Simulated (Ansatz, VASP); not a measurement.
# One calculation of Cd, two programs

The input INCAR:

```
SYSTEM = Cd
ALGO = Normal
EDIFF = 1E-6
ENCUT = 500
GGA = PE
GGA_COMPAT = .FALSE.
ISIF = 2
ISMEAR = 0
LASPH = .TRUE.
LCHARG = .FALSE.
LREAL = .FALSE.
LWAVE = .FALSE.
NBANDS = 12
NELM = 120
PREC = Accurate
SIGMA = 0.1
```

KPOINTS

```
k-points
0
G
  6 6 6
  0 0 0
```

The input POSCAR:

```
Cd
1.0
    1.6080291515      0.9283960635      2.4492874100
   -1.6080291515      0.9283960635      2.4492874100
    0.0000000000     -1.8567921270      2.4492874100
Cd
1
Direct
    0.0000000000      0.0000000000      0.0000000000
```

Input for Ansatz:

```yaml
crystal:
  lattice:
    - [1.6080291515, 0.9283960635, 2.44928741]
    - [-1.6080291515, 0.9283960635, 2.44928741]
    - [0.0, -1.856792127, 2.44928741]
  atoms:
    - { symbol: Cd, position: [0.0, 0.0, 0.0] }
basis:
  ecutwfc: 630
kpoints:
  mp_grid: { grid: [6, 6, 6] }
hamiltonian:
  xc: pbe
scf:
  occupations: { method: gaussian, width: 0.1 }
output:
  forces: true
  stress: true
  eigenvalues: true
```

Alike in both runs: task single point; functional PBE; k mesh 6 × 6 × 6; occupations gaussian, width 0.1 eV; no spin polarisation.

|  | VASP | Ansatz |
| --- | --- | --- |
| version | VASP 6.6.1 | Ansatz 0.2.0 |
| potentials or method | VASP PAW PBE potentials, release 64 (Cd), cutoff 500 eV | scalar-relativistic, plane waves, PAW |
| valence electrons in the cell | 12 | 20 |

|  | VASP | Ansatz | Ansatz less VASP |
| --- | --- | --- | --- |
| gap on the k mesh at the Fermi level (eV) | none | none | - |
| pressure (GPa) | 3.4 | 3.1 | -0.29 |
| traceless stress, the component that is largest in VASP (GPa) | -5.88 | -5.91 | -0.026 |

A gap of «none» marks a metal or a gap that the smearing closes. The functional is the same, so the differences come from potentials, cutoffs and numerics. VASP's potentials hold 12 valence electrons a cell and Ansatz's 20, so a difference there can come from the potentials and not from the codes.

The k mesh is coarse, so the values compare programs but aren't converged.
